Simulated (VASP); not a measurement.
# Pb (Im-3m) in VASP: settings compared

Pb is run at these levels: PBEsol, PBEsol+D3(BJ), PBE+D3(BJ), PBE+D4; tasks: single point.

All numbers are computed with VASP 6.6.1; they aren't measurements. Logs are shortened: lines on timing, memory, paths and dates and some standing lists are left out, and cuts for length are marked.

## Step 1: The cell of the first run

The structure is cubic, space group Im-3m (No. 229). The conventional cell has a = 3.959 Å, b = 3.959 Å, c = 3.959 Å, α = 90.00°, β = 90.00°, γ = 90.00°. Pb (site symmetry m-3m) has 14 Pb at 3.43 to 3.96 Å within 4.5 Å.

## Step 2: Single point, PBEsol

File INCAR:

```
PREC = Accurate ; ENCUT = 520
EDIFF = 1E-7 ; ISMEAR = 0
SIGMA = 0.02 ; LREAL = F
LASPH = T ; NELM = 80
ALGO = Normal ; ISIF = 2
LWAVE = F ; LCHARG = F
GGA = PS ; NBANDS = 13
```

File KPOINTS:

```
Automatic mesh
0
Gamma
  9 9 9
```

File POSCAR:

```
Pb
1.0
    3.4288709500      0.0000000000      0.0000000000
   -1.1429569831      3.2327705342      0.0000000000
   -1.1429569831     -1.6163852665      2.7996614075
Pb
1
Direct
    0.0000000000      0.0000000000      0.0000000000
```

Potentials or basis: VASP PAW PBE potentials, release 64 (Pb_d).

On the command line:

```console
cat potpaw_PBE.64/Pb_d/POTCAR > POTCAR
mpirun -np 1 vasp_std > vasp.out
```

OUTCAR:

```text
PREC = Accurate
   ENCUT = 520
   EDIFF = 1E-7
   ISMEAR = 0
   LREAL = F
   LASPH = T
   NELM = 80
   ISIF = 2
   GGA = PS

 ion  position               nearest neighbor table
   1  0.000  0.000  0.000-

  LATTYP: Found a body centered cubic cell.
 ALAT       =     3.9593191320

  Lattice vectors:

 A1 = (   3.4288709500,   0.0000000000,   0.0000000000)
 A2 = (  -1.1429569831,   3.2327705342,   0.0000000000)
 A3 = (  -1.1429569831,  -1.6163852665,   2.7996614075)

Analysis of symmetry for initial positions (statically):
=====================================================================
 Subroutine PRICEL returns:
 Original cell was already a primitive cell.

 Routine SETGRP: Setting up the symmetry group for a
 body centered cubic supercell.

 Subroutine GETGRP returns: Found 48 space group operations
 (whereof 48 operations were pure point group operations)
 out of a pool of 48 trial point group operations.

The static configuration has the point symmetry O_h .

Analysis of symmetry for dynamics (positions and initial velocities):
=====================================================================
 Subroutine PRICEL returns:
 Original cell was already a primitive cell.

 Routine SETGRP: Setting up the symmetry group for a
 body centered cubic supercell.

 Subroutine GETGRP returns: Found 48 space group operations
 (whereof 48 operations were pure point group operations)
 out of a pool of 48 trial point group operations.

The dynamic configuration has the point symmetry O_h .

 Subroutine INISYM returns: Found 48 space group operations
 (whereof 48 operations are pure point group operations),
 and found     1 'primitive' translations

----------------------------------------------------------------------------------------

                                     Primitive cell

  volume of cell :      31.0336

  direct lattice vectors                    reciprocal lattice vectors
     3.428870950  0.000000000  0.000000000     0.291641189  0.103110731  0.178593025
    -1.142956983  3.232770534  0.000000000     0.000000000  0.309332193  0.178593025
    -1.142956983 -1.616385267  2.799661407     0.000000000  0.000000000  0.357186050

  length of vectors
     3.428870950  3.428870950  3.428870950     0.357186050  0.357186050  0.357186050

  position of ions in fractional coordinates (direct lattice)
     0.000000000  0.000000000  0.000000000

  ion indices of the primitive-cell ions
   primitive index   ion index
[... 76 lines left out ...]
   NSW    =      0    number of steps for IOM
   IBRION =     -1    ionic relax: 0-MD 1-quasi-New 2-CG
   NFREE  =      0    steps in history (QN), initial steepest desc. (CG)
   ISIF   =      2    stress and relaxation
   ISYM   =      2    0-nonsym 1-usesym 2-fastsym
   POTIM  = 0.5000    time-step for ionic-motion
   TEBEG  =    0.0;   TEEND  =   0.0 temperature during run
   PSTRESS=    0.0 pullay stress
   NELECT =      14.0000    total number of electrons
   NUPDOWN=      -1.0000    fix difference up-down
   EMIN   =  10.00;   EMAX   =-10.00  energy-range for DOS
   EFERMI =   0.00;   METHOD = LEGACY
   ISMEAR =     0;   SIGMA  =   0.02  broadening in eV -4-tet -1-fermi 0-gaus
   EFERMI_NEDOS =   21; number of points for ismear=-14 and -15
   IALGO  =     38    algorithm
   IMIX   =      4    mixing-type and parameters
     AMIX     =   0.40;   BMIX     =  1.00
     AMIX_MAG =   1.60;   BMIX_MAG =  1.00
  volume/ion in A,a.u.               =      31.03       209.42
  Fermi-wavevector in a.u.,A,eV,Ry     =   1.255568  2.372680 21.448927  1.576452
  Thomas-Fermi vector in A             =   2.389319
   LORBIT       =      0    0 simple, 1 ext, 2 COOP (PROOUT), +10 PAW based schemes
   GGA     = PS    functional components
   LHFCALC =     F    Hartree Fock is set to
   AEXX    =    0.0000 exact exchange contribution
   IVDW    =     0    specifies the selected vdW correction
   LEPSILON=     F    determine dielectric tensor
   LRPA    =     F    only Hartree local field effects (RPA)
 non-spin polarized calculation
 Gauss-broadening in eV      SIGMA  =   0.02
  energy-cutoff  :      520.00
  volume of cell :       31.03
 maximum number of plane-waves:       887
 NGX is ok and might be reduce to    28
   NGX = 13   NGY = 13   NGZ = 13

 number of electron      14.0000002 magnetization

 Free energy of the ion-electron system (eV)
  ---------------------------------------------------
  ext. energy  EPLUGINS =         0.00000000
  ---------------------------------------------------
  free energy    TOTEN  =        -3.93771116 eV

  energy without entropy =       -3.93762820  energy(sigma->0) =       -3.93766968

 E-fermi :   6.9573     XC(G=0): -10.2366

 val. band max:        6.7680492013   @ k =   0.3333   0.2222   0.0000
 cond. band min:       6.9817597579   @ k =  -0.2222   0.3333   0.1111
 fundamental gap:      0.2137105566
 Fermi energy:         6.9572691396

 k-point     1 :       0.0000    0.0000    0.0000
  band No.  band energies     occupation
      1     -10.1975      2.00000
      2     -10.1975      2.00000
      3     -10.1975      2.00000
      4      -9.9703      2.00000
      5      -9.9703      2.00000
      6      -4.7764      2.00000
      7      14.2744      0.00000
      8      14.2744      0.00000
      9      14.2744      0.00000
     10      17.9150      0.00000
     11      17.9150      0.00000
     12      17.9150      0.00000
     13      18.3398      0.00000
[... 354 lines left out ...]
  band No.  band energies     occupation
      1     -10.1947      2.00000
      2     -10.1426      2.00000
      3     -10.0474      2.00000
      4      -9.9880      2.00000
      5      -9.8557      2.00000
      6      -0.5695      2.00000
      7       3.6557      2.00000
      8       7.5115      0.00000
      9      11.3384      0.00000
     10      15.5914      0.00000
     11      17.0020      0.00000
     12      17.7989      0.00000
     13      19.5502      0.00000

 [... further k-points ...]
[... 5 lines left out ...]
  --------------------------------------------------------------------------------------
  -------------------------------------------------------------------------------------
  Total       -0.4115243     -0.4115243     -0.4115243     -0.0000000     -0.0000000     -0.0000000
  in kB      -21.2458726    -21.2458726    -21.2458726     -0.0000000     -0.0000000     -0.0000000
  external PRESSURE =     -21.2458726 kB  Pullay stress =       0.0000000 kB

 VOLUME and BASIS-vectors are now :
 -----------------------------------------------------------------------------
  energy-cutoff  :      520.00
  volume of cell :       31.03
      direct lattice vectors                 reciprocal lattice vectors
     3.428870950  0.000000000  0.000000000     0.291641189  0.103110731  0.178593025
    -1.142956983  3.232770534  0.000000000     0.000000000  0.309332193  0.178593025
    -1.142956983 -1.616385267  2.799661407     0.000000000  0.000000000  0.357186050

 POSITION                                       TOTAL-FORCE (eV/Angst)
 -----------------------------------------------------------------------------------
      0.00000      0.00000      0.00000         0.000000      0.000000      0.000000
 -----------------------------------------------------------------------------------
    total drift:                               -0.000000      0.000000     -0.000000

  FREE ENERGIE OF THE ION-ELECTRON SYSTEM (eV)
  ---------------------------------------------------
  free  energy   TOTEN  =        -3.9377111593 eV

  energy  without entropy=       -3.9376281953  energy(sigma->0) =       -3.93766968
```

OSZICAR:

```text
N       E                     dE             d eps       ncg     rms          rms(c)
DAV:   1     0.105823689878E+03    0.10582E+03   -0.70869E+03   920   0.124E+03
DAV:   2     0.107204056696E+01   -0.10475E+03   -0.10168E+03   965   0.311E+02
DAV:   3    -0.384003631583E+01   -0.49121E+01   -0.48995E+01  1125   0.730E+01
DAV:   4    -0.395110725870E+01   -0.11107E+00   -0.11105E+00  1089   0.117E+01
DAV:   5    -0.395587083542E+01   -0.47636E-02   -0.47634E-02  1239   0.224E+00    0.577E-01
DAV:   6    -0.394136434018E+01    0.14506E-01   -0.19470E-02  1171   0.245E+00    0.279E-01
DAV:   7    -0.393790605216E+01    0.34583E-02   -0.78654E-03  1148   0.143E+00    0.990E-02
DAV:   8    -0.393771141656E+01    0.19464E-03   -0.45170E-04  1389   0.351E-01    0.102E-02
DAV:   9    -0.393771103534E+01    0.38123E-06   -0.86276E-06  1182   0.502E-02    0.465E-03
DAV:  10    -0.393771117596E+01   -0.14062E-06   -0.98633E-07  1140   0.155E-02    0.171E-04
DAV:  11    -0.393771115930E+01    0.16653E-07   -0.17623E-08   665   0.127E-03
   1 F= -.39377112E+01 E0= -.39376697E+01  d E =-.829641E-04
```

Run time: 7.9 s. Hardware: 1 thread of Intel Xeon 6975P-C, shared host; peak memory 0.16 GiB.

What came out:

* Free energy: -3.9377 eV
* Pressure: -2.1 GPa
* Band gap on the k mesh: zero (band 7 reaches 14.27 eV, above the bottom of band 8 at 4.83 eV)

Caveat: the PAW data sets were made with another functional, which shifts forces and pressure a little; spin-orbit coupling is left out, which moves the levels of the heavy elements.

## Step 3: Single point, PBEsol+D3(BJ)

This run uses another cell than the first one, of 28.12 Å³/atom, 0.906 times its volume.

File INCAR:

```
SYSTEM = Pb
PREC = Accurate ; ENCUT = 520
EDIFF = 1E-6 ; ISMEAR = -1
SIGMA = 0.05 ; LREAL = .FALSE.
LASPH = .TRUE. ; NELM = 100
ALGO = Normal ; ISIF = 2
LWAVE = .FALSE. ; LCHARG = .FALSE.
GGA = PS ; IVDW = 12
NBANDS = 13
```

File KPOINTS:

```
Automatic mesh
0
G
  9 9 9
  0 0 0
```

File POSCAR:

```
Pb
1.0
   -1.9157189454      1.9157189454      1.9157189454
    1.9157189454     -1.9157189454      1.9157189454
    1.9157189454      1.9157189454     -1.9157189454
Pb
1
Direct
    0.0000000000      0.0000000000      0.0000000000
```

Potentials or basis: VASP PAW PBE potentials, release 64 (Pb_d).

On the command line:

```console
cat potpaw_PBE.64/Pb_d/POTCAR > POTCAR
mpirun -np 1 vasp_std > vasp.out
```

It took 5.2 s on 1 thread of Intel Xeon 6975P-C, shared host; peak memory 0.17 GiB.

The run converged. Its results:

```
Free energy                : -4.4124 eV
Pressure                   : -0.1 GPa
Band gap on the k mesh     : zero (band 7 reaches 16.31 eV, above the bottom of band 8 at 5.69 eV)
Dispersion energy per atom : -0.477 eV
```

Levels at points of the mesh, in eV from the Fermi level:
| k point | band 3 | band 4 | band 5 | band 6 | band 7 | band 8 | band 9 | band 10 | band 11 | band 12 |
| --- | --- | --- | --- | --- | --- | --- | --- | --- | --- | --- |
| (0.00, 0.00, 0.00) | -17.17 | -16.87 | -16.87 | -12.35 | 8.30 | 8.30 | 8.30 | 11.18 | 11.18 | 11.18 |

Caveat: the PAW data sets were made with another functional, which shifts forces and pressure a little; spin-orbit coupling is left out, which moves the levels of the heavy elements; pairwise dispersion overbinds metals, which lowers pressure and volume.

## Step 4: Single point, PBE+D3(BJ)

This run uses another cell than the first one, of 30.10 Å³/atom, 0.970 times its volume.

File INCAR:

```
PREC = Accurate
ENCUT = 520
EDIFF = 1E-6
ISMEAR = -1
SIGMA = 0.05
LREAL = F
LASPH = T
NELM = 60
ALGO = Fast
ISIF = 2
LWAVE = F
LCHARG = F
GGA = PE
IVDW = 12
NBANDS = 13
```

File KPOINTS:

```
Automatic mesh
0
Gamma
  9 9 9
```

File POSCAR:

```
Pb
1.0
   -1.9595060148      1.9595060148      1.9595060148
    1.9595060148     -1.9595060148      1.9595060148
    1.9595060148      1.9595060148     -1.9595060148
Pb
1
Direct
    0.0000000000      0.0000000000      0.0000000000
```

On the command line:

```console
cat potpaw_PBE.64/Pb_d/POTCAR > POTCAR
mpirun -np 1 vasp_std > vasp.out
```

Run time: 8.2 s. Hardware: 1 thread of Intel Xeon 6975P-C, shared host; peak memory 0.17 GiB.

Results (log left out):

- Free energy: -3.9079 eV
- Pressure: 0.0 GPa
- Band gap on the k mesh: zero (band 7 reaches 15.08 eV, above the bottom of band 8 at 5.28 eV)
- Dispersion energy per atom: -0.412 eV

Levels at points of the mesh, in eV from the Fermi level:
| k point | band 3 | band 4 | band 5 | band 6 | band 7 | band 8 | band 9 | band 10 | band 11 | band 12 |
| --- | --- | --- | --- | --- | --- | --- | --- | --- | --- | --- |
| (0.00, 0.00, 0.00) | -17.20 | -16.95 | -16.95 | -11.86 | 7.66 | 7.66 | 7.66 | 11.08 | 11.08 | 11.08 |

Caveat: spin-orbit coupling is left out, which moves the levels of the heavy elements; pairwise dispersion overbinds metals, which lowers pressure and volume.

## Step 5: Single point, PBE+D4

This run uses another cell than the first one, of 30.12 Å³/atom, 0.971 times its volume.

File INCAR:

```
SYSTEM = Pb
PREC = Accurate
ENCUT = 520
EDIFF = 1E-6
ISMEAR = -1
SIGMA = 0.05
LREAL = .FALSE.
LASPH = .TRUE.
NELM = 100
ALGO = Fast
ISIF = 2
LWAVE = .FALSE.
LCHARG = .FALSE.
GGA = PE
IVDW = 13
NBANDS = 13
```

File KPOINTS:

```
Automatic mesh
0
G
  9 9 9
  0 0 0
```

File POSCAR:

```
Pb
1.0
   -1.9601138668      1.9601138668      1.9601138668
    1.9601138668     -1.9601138668      1.9601138668
    1.9601138668      1.9601138668     -1.9601138668
Pb
1
Direct
    0.0000000000      0.0000000000      0.0000000000
```

Potentials or basis: VASP PAW PBE potentials, release 64 (Pb_d).

On the command line:

```console
cat potpaw_PBE.64/Pb_d/POTCAR > POTCAR
mpirun -np 1 vasp_std > vasp.out
```

OUTCAR:

```text
SYSTEM = Pb
   PREC = Accurate
   ENCUT = 520
   EDIFF = 1E-6
   ISMEAR = -1
   LREAL = .FALSE.
   LASPH = .TRUE.
   NELM = 100
   ISIF = 2
   GGA = PE
   IVDW = 13

 ion  position               nearest neighbor table
   1  0.000  0.000  0.000-

  LATTYP: Found a body centered cubic cell.
 ALAT       =     3.9202277336

  Lattice vectors:

 A1 = (  -1.9601138668,   1.9601138668,   1.9601138668)
 A2 = (   1.9601138668,  -1.9601138668,   1.9601138668)
[... 565 lines left out ...]

 [... further k-points ...]

------------------------ aborting loop because EDIFF is reached ----------------------------------------

  DFT-D4 for vdW energy calculation

  Edisp (eV):   -0.43329

  FORCE on cell =-STRESS in cart. coord.  units (eV):
  Direction    XX          YY          ZZ          XY          YZ          ZX
  --------------------------------------------------------------------------------------
  -------------------------------------------------------------------------------------
  Total      -0.00575    -0.00575    -0.00575    -0.00000     0.00000     0.00000
  in kB      -0.30609    -0.30609    -0.30609    -0.00000     0.00000     0.00000
  external pressure =       -0.31 kB  Pullay stress =        0.00 kB

 VOLUME and BASIS-vectors are now :
 -----------------------------------------------------------------------------
  energy-cutoff  :      520.00
  volume of cell :       30.12
      direct lattice vectors                 reciprocal lattice vectors
    -1.960113867  1.960113867  1.960113867     0.000000000  0.255087221  0.255087221
     1.960113867 -1.960113867  1.960113867     0.255087221  0.000000000  0.255087221
     1.960113867  1.960113867 -1.960113867     0.255087221  0.255087221  0.000000000

 POSITION                                       TOTAL-FORCE (eV/Angst)
 -----------------------------------------------------------------------------------
      0.00000      0.00000      0.00000        -0.000000      0.000000      0.000000
 -----------------------------------------------------------------------------------
    total drift:                               -0.000000     -0.000000     -0.000000

  FREE ENERGIE OF THE ION-ELECTRON SYSTEM (eV)
  ---------------------------------------------------
  free  energy   TOTEN  =        -3.9292269939 eV

  energy  without entropy=       -3.9248276041  energy(sigma->0) =       -3.92702730
```

stdout:

```text
POSCAR found type information on POSCAR Pb
 POSCAR found :  1 types and       1 ions
 scaLAPACK will be used
 LDA part: xc-table for (Slater+PW92), standard interpolation
 POSCAR, INCAR and KPOINTS ok, starting setup
 FFT: planning ... GRIDC
 FFT: planning ... GRID_SOFT
 FFT: planning ... GRID
 WAVECAR not read
 entering main loop
```

Run time: 8.6 s. Hardware: 1 thread of Intel Xeon 6975P-C, shared host; peak memory 0.16 GiB.

What came out:

```
Free energy                : -3.9292 eV
Pressure                   : 0.0 GPa
Band gap on the k mesh     : zero (band 7 reaches 15.06 eV, above the bottom of band 8 at 5.27 eV)
Dispersion energy per atom : -0.433 eV
```

Levels at points of the mesh, in eV from the Fermi level:
```csv
k point,band 3,band 4,band 5,band 6,band 7,band 8,band 9,band 10,band 11,band 12
"(0.00, 0.00, 0.00)",-17.20,-16.95,-16.95,-11.85,7.65,7.65,7.65,11.07,11.07,11.07
```

Caveat: spin-orbit coupling is left out, which moves the levels of the heavy elements; pairwise dispersion overbinds metals, which lowers pressure and volume.

## Step 6: Summary

| level | cell | smearing | gap on the mesh (eV) | pressure (GPa) |
| --- | --- | --- | --- | --- |
| PBEsol | a = 3.429 Å, angles 109.5°, 1 atom | gaussian 0.02 eV | none | -2.1 |
| PBEsol+D3(BJ) | a = 3.318 Å, angles 109.5°, 1 atom | fermi-dirac 0.05 eV | none | -0.1 |
| PBE+D3(BJ) | a = 3.394 Å, angles 109.5°, 1 atom | fermi-dirac 0.05 eV | none | 0.0 |
| PBE+D4 | a = 3.395 Å, angles 109.5°, 1 atom | fermi-dirac 0.05 eV | none | 0.0 |

Alike in all rows: task single point; potentials or basis VASP PAW PBE potentials, release 64 (Pb_d); no spin polarisation; k mesh 9 × 9 × 9; cutoff (eV) 520.

Caveats: spin-orbit coupling is left out, which moves the levels of the heavy elements; pairwise dispersion overbinds metals, which lowers pressure and volume (some runs); the PAW data sets were made with another functional, which shifts forces and pressure a little (some runs).

Absolute energies hang on the potentials; compare differences alone.
